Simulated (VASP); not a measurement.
## SrLi2SnSe4: single point with r2SCAN

SrLi2SnSe4:

```xyz
8
Lattice="-3.4299 3.4299 4.0784 3.4299 -3.4299 4.0784 3.4299 3.4299 -4.0784" Properties=species:S:1:pos:R:3 pbc="T T T"
Sn    0.0000    0.0000    0.0000
Sr    0.0000    0.0000    4.0784
Li    3.4299    0.0000    2.0392
Li    0.0000    3.4299    2.0392
Se    1.4172    1.4172   -1.3976
Se   -2.0127    2.0127    5.4760
Se    2.0127    2.0127    2.6808
Se    2.0127   -2.0127    5.4760
```

- Program: VASP 6.6.1
- Task: single point
- Functional: r2SCAN
- Potentials or basis: VASP PAW PBE potentials, release 64 (Sn_d, Sr_sv, Li_sv, Se)
- Cutoff: 520 eV
- k mesh: 5 × 5 × 5
- Occupations: fermi-dirac, width 0.0134 eV
- Spin: no spin polarisation
- Dipole correction: no
- Further INCAR settings: ALGO = Normal; EDIFF = 1e-06; NBANDS = 37

| Property | Result |
| --- | --- |
| Largest force | 0.884 eV/Å |
| Band gap on the k mesh | 2.70 eV, direct |

Forces in eV/Å, atoms in the order of the input:
```
Sn   0.000  0.000  0.000
Sr   0.000  0.000  0.000
Li   0.000  0.000  0.000
Li   0.000  0.000  0.000
Se   0.520  0.520 -0.490
Se   0.520 -0.520  0.490
Se  -0.520 -0.520 -0.490
Se  -0.520  0.520  0.490
```

Levels at points of the mesh, in eV from the valence-band top:
```
           k point  band 24  band 25  band 26  band 27  band 28  band 29  band 30  band 31
(0.00, 0.00, 0.00)    -1.07    -0.49    -0.36    -0.36     2.95     4.02     4.88     5.10
```

Wall time 17 min on 1 thread of Oxide Virtual Turin-like Processor, on a shared host, peak memory 0.42 GiB.

Caveat: the PAW data sets were made with another functional, which shifts forces and pressure a little; spin-orbit coupling is left out, which moves the levels of the heavy elements. A k mesh can miss the band edges.
